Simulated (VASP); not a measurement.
## NiO: single point with r2SCAN+D3(BJ)

Crystal: NiO.

```
Ni O
1.0
     0.00000    2.08590    2.08590
     2.08590    0.00000    2.08590
     2.08590    2.08590    0.00000
Ni O
1 1
Direct
  0.00000 0.00000 0.00000
  0.50000 0.50000 0.50000
```

| Quantity | Value |
| --- | --- |
| Program | VASP 6.6.1 |
| Task | single point |
| Functional | r2SCAN |
| Dispersion | D3(BJ) |
| Potentials or basis | VASP PAW PBE potentials, release 64 (Ni, O) |
| Cutoff | 520 eV |
| k mesh | 11 × 11 × 11 |
| Occupations | fermi-dirac, width 0.05 eV |
| Spin | collinear spin, ferromagnetic start |
| Starting moments | [1.0, 0.0] μB |
| Dipole correction | no |
| Further INCAR settings | ALGO = Normal; EDIFF = 1e-06; NBANDS = 19 |

```yaml
Pressure: 1.2 GPa
Band_gap_on_the_k_mesh: 0.74 eV, indirect (least direct gap 1.70 eV)
Net_moment: 2.00 μB per cell
Site_moments: Ni +1.69; O +0.28 μB
Valence_electrons_inside_the_program's_atomic_spheres: Ni 8.94; O 5.05
Dispersion_energy_per_atom: -0.126 eV
```

Levels at points of the mesh, in eV from the valence-band top:
Spin up:
```
           k point  band 7  band 8  band 9  band 10  band 11  band 12
(0.00, 0.00, 0.00)   -2.79   -2.79   -2.79     2.24    18.86    19.73
```
Spin down:
```
           k point  band 4  band 5  band 6  band 7  band 8  band 9  band 10  band 11
(0.00, 0.00, 0.00)   -2.20   -2.10   -2.10   -2.10    0.74    0.74     2.80    18.95
```

It took 3.2 min on 1 thread of Intel Xeon 8259CL, with other jobs on the host, peak memory 0.19 GiB.

Caveat: the PAW data sets were made with another functional, which shifts forces and pressure a little; a cell with one magnetic atom can't hold antiferromagnetic order, which such compounds often take. A k mesh can miss the band edges.
